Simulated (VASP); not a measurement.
A run of VASP 6.6.1 is set up as follows.

Contents of INCAR:

```
  PREC = Accurate
  ENCUT = 520
  EDIFF = 1E-7
  ISMEAR = -1
  SIGMA = 0.1
  LREAL = False
  LASPH = True
  NELM = 60
  ALGO = Normal
  ISIF = 2
  LWAVE = False
  LCHARG = True
  GGA = PE
  LELF = True
  LVHAR = True
  NBANDS = 8
```

File KPOINTS:

```
regular mesh
0
Gamma
  13 13 13
```

POSCAR

```
Al
1.0
    2.8266265243      0.0000000000      0.0000000000
    0.0000000000      2.8266265243      0.0000000000
    0.0000000000      0.0000000000      2.8266265243
Al
1
Direct
    0.0000000000      0.0000000000      0.0000000000
```

Potentials or basis: VASP PAW PBE potentials, release 64 (Al).

Run with:

```console
$ cat potpaw_PBE.64/Al/POTCAR > POTCAR
$ mpirun -np 1 vasp_std > vasp.out
```

(1) Predict the pressure.

## Answers

(1) -5.0 GPa.
